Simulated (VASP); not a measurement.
Input of a VASP 6.6.1 run:

INCAR

```
PREC = Accurate ; ENCUT = 520
EDIFF = 1E-7 ; ISMEAR = 0
SIGMA = 0.05 ; LREAL = Auto
LASPH = T ; NELM = 60
ALGO = Normal ; ISIF = 2
LWAVE = F ; LCHARG = F
LDIPOL = T ; IDIPOL = 3
DIPOL = 0.5 0.5 0.318 ; GGA = PE
NBANDS = 52
```

File KPOINTS:

```
regular mesh
0
Gamma
  5 6 1
```

Contents of POSCAR:

```
Al4N5
1.0
    6.2595366887      0.0000000000      0.0000000000
    0.0000000000      5.0173032419      0.0000000000
    0.0000000000      0.0000000000     20.1620320362
Al N
8 10
Direct
    0.0000000000      0.9982714950      0.1983927013
    0.5000000000      0.9982714950      0.1983927013
    0.2500000000      0.4982714950      0.2432039732
    0.7500000000      0.4982714950      0.2432039732
    0.2500000000      0.9915197249      0.3381855719
    0.7500000000      0.9915197249      0.3381855719
    0.0000000000      0.4624332456      0.3657061888
    0.5000000000      0.4624332456      0.3657061888
    0.0000000000      0.6167285050      0.1983927013
    0.5000000000      0.6167285050      0.1983927013
    0.2500000000      0.1167285050      0.2432039732
    0.7500000000      0.1167285050      0.2432039732
    0.2500000000      0.6143669383      0.3369672669
    0.7500000000      0.6143669383      0.3369672669
    0.0000000000      0.1112303967      0.3750629908
    0.5000000000      0.1112303967      0.3750629908
    0.0833333333      0.7778970633      0.5353015897
    0.0833333333      0.7778970633      0.5899700915
```

Potentials or basis: VASP PAW PBE potentials, release 64 (Al, N).

The run is started by

```bash
$ cat potpaw_PBE.64/Al/POTCAR potpaw_PBE.64/N/POTCAR > POTCAR
$ mpirun -np 1 vasp_std > vasp.out
```

Question: Estimate the largest force.

Answer: 2.824 eV/Å.

Question: Estimate the band gap on the k mesh.

Answer: 1.39 eV (least direct gap 1.42 eV).

Forces in eV/Å, atoms in the order of the input:
```
Al   0.000 -1.629  2.307
Al   0.000 -1.630  2.301
Al   0.001  0.798 -1.936
Al   0.000  0.796 -1.943
Al  -0.021 -0.015  0.011
Al   0.021 -0.006  0.002
Al   0.014  0.041  0.014
Al  -0.010  0.040 -0.034
N   -0.001  0.716  0.774
N    0.001  0.716  0.774
N    0.002  0.115 -1.124
N   -0.002  0.114 -1.124
N    0.009 -0.016  0.001
N   -0.008 -0.011  0.017
N   -0.012  0.030 -0.043
N    0.003 -0.002  0.003
N    0.004 -0.113 -1.746
N   -0.002  0.057  1.746
```

Caveat: the standard files for N, O and F lose accuracy on very short bonds.
